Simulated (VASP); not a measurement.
A run of VASP 6.6.1 is set up as follows.

File POSCAR:

```
TaN
1.0
    2.9165639594      0.0000000000      0.0000000000
   -1.4582819797      2.5258184806      0.0000000000
    0.0000000000      0.0000000000      2.8655374100
Ta N
1 1
Direct
    0.3333333333      0.6666666667      0.5000000000
    0.0000000000      0.0000000000      0.0000000000
```

INCAR.step1

```
SYSTEM = TaN
PREC = Accurate
ENCUT = 520
ISMEAR = -1
SIGMA = 0.1
LREAL = .False.
LASPH = .True.
NELM = 100
NBANDS = 15
GGA = PE
ALGO = Normal
EDIFF = 1E-4
LWAVE = .True.
LCHARG = .False.
```

The input INCAR.step2:

```
SYSTEM = TaN
PREC = Accurate
ENCUT = 520
EDIFF = 1E-6
ISMEAR = -1
SIGMA = 0.1
LREAL = .False.
LASPH = .True.
NELM = 100
ALGO = Normal
ISIF = 2
LWAVE = .False.
LCHARG = .False.
METAGGA = R2SCAN
LMIXTAU = .True.
NBANDS = 15
ISTART = 1
```

KPOINTS

```
Automatic mesh
0
Gamma
  13 13 12
  0 0 0
```

Potentials or basis: VASP PAW PBE potentials, release 64 (Ta_pv, N).

Run with:

```sh
$ cat potpaw_PBE.64/Ta_pv/POTCAR potpaw_PBE.64/N/POTCAR > POTCAR
$ cp INCAR.step1 INCAR
$ mpirun -np 1 vasp_std > vasp.out
$ cp INCAR.step2 INCAR
$ mpirun -np 1 vasp_std > vasp.out
```

(1) Estimate the band gap on the k mesh.

(2) Predict the pressure.

Results:

(1) zero (bands 8 and 9 overlap by 0.37 eV).

(2) 9.3 GPa.

Caveat: the cell stands under pressure; the PAW data sets were made with another functional, which shifts forces and pressure a little; spin-orbit coupling is left out, which moves the levels of the heavy elements.
